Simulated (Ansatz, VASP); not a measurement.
One calculation of Si, two programs

```
CELL_PARAMETERS angstrom
0.00000 2.73505 2.73505
2.73505 0.00000 2.73505
2.73505 2.73505 0.00000
ATOMIC_POSITIONS crystal
Si 0.75000 0.75000 0.75000
Si 0.50000 0.50000 0.50000
```

Alike in both runs: functional PBE; k mesh 8 × 8 × 8; occupations gaussian, width 0.02 eV; no spin polarisation.

Ansatz relaxed the structure, and its values are those at the end. VASP's run is a single point on that final structure, the one shown.

|  | VASP | Ansatz |
| --- | --- | --- |
| version | VASP 6.6.1 | Ansatz 0.2.0 |
| potentials or method | VASP PAW PBE potentials, release 64 (Si), cutoff 520 eV | scalar-relativistic, plane waves, PAW |
| valence electrons in the cell | 8 | 8 |

```tsv
	VASP	Ansatz	Ansatz less VASP
gap on the k mesh at the Fermi level (eV)	0.65	0.65	-0.003
least direct gap on the mesh (eV)	2.56	2.55	-0.005
pressure (GPa)	-0.1	0.0	+0.08
```
